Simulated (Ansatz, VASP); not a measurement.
SnSeO in VASP and in Ansatz

INCAR

```
ALGO     = Normal         # electronic algorithm
EDIFF    = 1E-6           # SCF threshold, eV
ENCUT    = 520            # plane-wave cutoff, eV
GGA      = PE             # functional
ISIF     = 2              # what is computed and relaxed
ISMEAR   = 0              # smearing method
LASPH    = T              # aspherical terms in the spheres
LCHARG   = F              # write CHGCAR
LREAL    = F              # projectors in reciprocal space
LWAVE    = F              # write WAVECAR
NBANDS   = 35             # bands
NELM     = 60             # most SCF steps
PREC     = Accurate       # precision mode
SIGMA    = 0.1            # smearing width, eV
```

File KPOINTS:

```
k-points
0
Gamma
  6 6 2
```

The input POSCAR:

```
SnSeO
1.0
    4.3087795000      0.0000000000      0.0000000000
   -2.1543897500      3.7315125000      0.0000000000
    0.0000000000      0.0000000000      7.7927450100
Sn Se O
2 2 2
Direct
    0.6666666700      0.3333333300      0.7500000000
    0.3333333300      0.6666666700      0.2500000000
    0.6666666700      0.3333333300      0.2500000000
    0.3333333300      0.6666666700      0.7500000000
    0.0000000000      0.0000000000      0.5000000000
    0.0000000000      0.0000000000      0.0000000000
```

Input for Ansatz:

```yaml
crystal:
  lattice:
    - [4.3087795, 0.0, 0.0]
    - [-2.15438975, 3.7315125, 0.0]
    - [0.0, 0.0, 7.79274501]
  atoms:
    - { symbol: Sn, position: [0.66666667, 0.33333333, 0.75] }
    - { symbol: Sn, position: [0.33333333, 0.66666667, 0.25] }
    - { symbol: Se, position: [0.66666667, 0.33333333, 0.25] }
    - { symbol: Se, position: [0.33333333, 0.66666667, 0.75] }
    - { symbol: O, position: [0.0, 0.0, 0.5] }
    - { symbol: O, position: [0.0, 0.0, 0.0] }
basis:
  ecutwfc: 420
kpoints:
  mp_grid: { grid: [6, 6, 2] }
hamiltonian:
  xc: pbe
scf:
  occupations: { method: gaussian, width: 0.1 }
  lower_state_search: "off"
output:
  forces: true
  stress: true
  eigenvalues: true
```

Change from the starting cell: species swapped into the PrAsPd type (P6_3/mmc, No. 194).

Alike in both runs: task single point; functional PBE; k mesh 6 × 6 × 2; occupations gaussian, width 0.1 eV; no spin polarisation.

|  | VASP | Ansatz |
| --- | --- | --- |
| version | VASP 6.6.1 | Ansatz 0.2.0 |
| potentials or method | VASP PAW PBE potentials, release 64 (Sn_d, Se, O), cutoff 520 eV | scalar-relativistic, plane waves, PAW |
| valence electrons in the cell | 52 | 72 |

|  | VASP | Ansatz | Ansatz less VASP |
| --- | --- | --- | --- |
| gap on the k mesh at the Fermi level (eV) | none | none | - |
| pressure (GPa) | 3.6 | 3.7 | +0.03 |
| traceless stress, the component that is largest in VASP (GPa) | -13.98 | -13.96 | +0.021 |

A gap of «none» marks a metal or a gap that the smearing closes. VASP's potentials hold 52 valence electrons a cell and Ansatz's 72, so a difference there can come from the potentials and not from the codes.

The k mesh is coarse, so the values compare programs but aren't converged.
